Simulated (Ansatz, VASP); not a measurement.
# KF: VASP beside Ansatz

INCAR

```
SYSTEM = KF
PREC = Accurate
ENCUT = 520
EDIFF = 1E-6
ISMEAR = 0
SIGMA = 0.05
LREAL = .FALSE.
LASPH = .TRUE.
NELM = 60
ALGO = Normal
ISIF = 2
LWAVE = .FALSE.
LCHARG = .FALSE.
GGA = PE
NBANDS = 15
```

Contents of KPOINTS:

```
regular mesh
0
G
  8 8 8
  0 0 0
```

Contents of POSCAR:

```
KF
1.0
    0.1389753142      2.7447624552      2.7447624552
    2.7447624552      0.1389753142      2.7447624552
    2.7447624552      2.7447624552      0.1389753142
K F
1 1
Direct
    0.0000000000      0.0000000000      0.0000000000
    0.5000000000      0.5000000000      0.5000000000
```

Input for Ansatz:

```yaml
crystal:
  lattice:
    - [0.1389753142, 2.7447624552, 2.7447624552]
    - [2.7447624552, 0.1389753142, 2.7447624552]
    - [2.7447624552, 2.7447624552, 0.1389753142]
  atoms:
    - { symbol: K, position: [0.0, 0.0, 0.0] }
    - { symbol: F, position: [0.5, 0.5, 0.5] }
basis:
  ecutwfc: 420
kpoints:
  mp_grid: { grid: [8, 8, 8] }
hamiltonian:
  xc: pbe
scf:
  occupations: { method: gaussian, width: 0.05 }
output:
  forces: true
  stress: true
  eigenvalues: true
```

Alike in both runs: task single point; functional PBE; k mesh 8 × 8 × 8; occupations gaussian, width 0.05 eV; no spin polarisation.

|  | VASP | Ansatz |
| --- | --- | --- |
| version | VASP 6.6.1 | Ansatz 0.2.0 |
| potentials or method | VASP PAW PBE potentials, release 64 (K_sv, F), cutoff 520 eV | scalar-relativistic, plane waves, PAW |
| valence electrons in the cell | 16 | 16 |

VASP gave:

- gap on the k mesh at the Fermi level (eV): 6.10
- least direct gap on the mesh (eV): 6.10
- pressure (GPa): 1.2
- traceless stress, the component that is largest in VASP (GPa): -0.79

Problem. Estimate Ansatz's values.

Solution. gap on the k mesh at the Fermi level (eV): 6.11; least direct gap on the mesh (eV): 6.11; pressure (GPa): 1.2; traceless stress, the component that is largest in VASP (GPa): -0.80.
